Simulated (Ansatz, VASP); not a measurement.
Al in VASP and in Ansatz

POSCAR

```
Al
1.0
    2.8080863938      0.0000000000      0.0000000000
   -1.4040431969      2.4683522653      0.0000000000
    0.0000000000      0.0000000000      4.6890806101
Al
2
Direct
    0.6666666667      0.3333333333      0.7500000000
    0.3333333333      0.6666666667      0.2500000000
```

INCAR.step1

```
SYSTEM = Al
ALGO = Normal
EDIFF = 1E-4
ENCUT = 520
GGA = PE
ISMEAR = 0
LASPH = .True.
LCHARG = .False.
LREAL = .False.
LWAVE = .True.
NBANDS = 10
NELM = 80
PREC = Accurate
SIGMA = 0.15
```

Contents of INCAR.step2:

```
SYSTEM = Al
ALGO = Normal
EDIFF = 1E-6
ENCUT = 520
ISIF = 2
ISMEAR = 0
ISTART = 1
LASPH = .True.
LCHARG = .False.
LMIXTAU = .True.
LREAL = .False.
LWAVE = .False.
METAGGA = R2SCAN
NBANDS = 10
NELM = 80
PREC = Accurate
SIGMA = 0.15
```

File KPOINTS:

```
k-points
0
Gamma
  24 24 14
  0 0 0
```

Input for Ansatz:

```yaml
crystal:
  lattice:
    - [2.8080863938, 0.0, 0.0]
    - [-1.4040431969, 2.4683522653, 0.0]
    - [0.0, 0.0, 4.6890806101]
  atoms:
    - { symbol: Al, position: [0.6666666667, 0.3333333333, 0.75] }
    - { symbol: Al, position: [0.3333333333, 0.6666666667, 0.25] }
basis:
  ecutwfc: 500
kpoints:
  mp_grid: { grid: [24, 24, 14] }
hamiltonian:
  xc: r2scan
scf:
  occupations: { method: gaussian, width: 0.15 }
output:
  forces: true
  stress: true
  eigenvalues: true
```

Change from the starting cell: strain +0.0150 x Voigt [0, 1, 0, 0, 0, 0], atoms carried along.

Alike in both runs: task single point; functional r2SCAN; k mesh 24 × 24 × 14; occupations gaussian, width 0.15 eV; no spin polarisation.

|  | VASP | Ansatz |
| --- | --- | --- |
| version | VASP 6.6.1 | Ansatz 0.2.0 |
| potentials or method | VASP PAW PBE potentials, release 64 (Al), cutoff 520 eV | scalar-relativistic, plane waves, PAW |
| valence electrons in the cell | 6 | 6 |

```csv
,VASP,Ansatz,Ansatz less VASP
gap on the k mesh at the Fermi level (eV),none,none,-
pressure (GPa),-1.5,-1.2,+0.31
"traceless stress, the component that is largest in VASP (GPa)",0.72,0.72,+0.002
rms of the force components (eV/Å),0.003,0.003,+0.0001
```

VASP's potentials were made for PBE, not for r2SCAN. Atom by atom the forces differ by 0.000 eV/Å (rms over components). A gap of «none» marks a metal or a gap that the smearing closes. The functional is the same, so the differences come from potentials, cutoffs and numerics.
